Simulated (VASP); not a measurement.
Input of a VASP 6.6.1 run:

POSCAR

```
Te
1.0
    2.2367272124      1.2913750582      1.6655893983
   -2.2367272124      1.2913750582      1.6655893983
    0.0000000000     -2.5827501164      1.6655893984
Te
1
Direct
    0.5000000000      0.5000000000      0.5000000000
```

The input INCAR.step1:

```
PREC = Accurate
ENCUT = 520
ISMEAR = 0
SIGMA = 0.15
LREAL = F
LASPH = T
NELM = 80
NBANDS = 9
GGA = PE
ALGO = Normal
EDIFF = 1E-4
LWAVE = T
LCHARG = F
```

The input INCAR.step2:

```
PREC = Accurate
ENCUT = 520
EDIFF = 1E-6
ISMEAR = 0
SIGMA = 0.15
LREAL = F
LASPH = T
NELM = 80
ALGO = Normal
ISIF = 2
LWAVE = F
LCHARG = F
METAGGA = R2SCAN
LMIXTAU = T
NBANDS = 9
ISTART = 1
```

KPOINTS

```
regular mesh
0
Gamma
  15 15 15
```

Potentials or basis: VASP PAW PBE potentials, release 64 (Te).

Run with:

```bash
$ cat potpaw_PBE.64/Te/POTCAR > POTCAR
$ cp INCAR.step1 INCAR
$ mpirun -np 1 vasp_std > vasp.out
$ cp INCAR.step2 INCAR
$ mpirun -np 1 vasp_std > vasp.out
```

Problem. Predict the band gap on the k mesh.

Solution. Zero (bands 3 and 4 overlap by 5.96 eV).

Problem. Predict the pressure.

Solution. 7.7 GPa.

Stress tensor (GPa, compression positive):
```
7.93 0.00 0.00
0.00 7.93 0.00
0.00 0.00 7.12
```

Caveat: the cell differs from its parent crystal (strain -0.030 along x and y, -0.015 along z); the cell stands under pressure; the PAW data sets were made with another functional, which shifts forces and pressure a little; spin-orbit coupling is left out, which moves the levels of the heavy elements.
